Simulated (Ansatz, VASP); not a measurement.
**One calculation of Hf2TaN2, two programs**

```xyz
5
Lattice="4.6289 0.0000 0.0000 -2.3144 4.0087 0.0000 0.0000 0.0000 4.0991" Properties=species:S:1:pos:R:3 pbc="T T T"
Hf    0.0000    2.6725    2.0495
Hf    2.3144    1.3362    2.0495
Ta    0.0000    0.0000    0.0000
N     0.0000    2.6725    0.0000
N     2.3144    1.3362    0.0000
```

Alike in both runs: functional PBE; k mesh 12 × 12 × 10; occupations gaussian, width 0.1 eV; no spin polarisation.

Ansatz relaxed the structure, and its values are those at the end. VASP's run is a single point on that final structure, the one shown.

```csv
,VASP,Ansatz
version,VASP 6.6.1,Ansatz 0.2.0
potentials or method,"VASP PAW PBE potentials, release 64 (Hf_pv, Ta_pv, N), cutoff 520 eV","scalar-relativistic, plane waves, PAW"
valence electrons in the cell,41,75
```

```tsv
	VASP	Ansatz	Ansatz less VASP
gap on the k mesh at the Fermi level (eV)	none	none	-
pressure (GPa)	-0.3	0.0	+0.28
```

A gap of «none» marks a metal or a gap that the smearing closes. VASP's potentials hold 41 valence electrons a cell and Ansatz's 75, so a difference there can come from the potentials and not from the codes.

Spin-orbit coupling is off throughout.
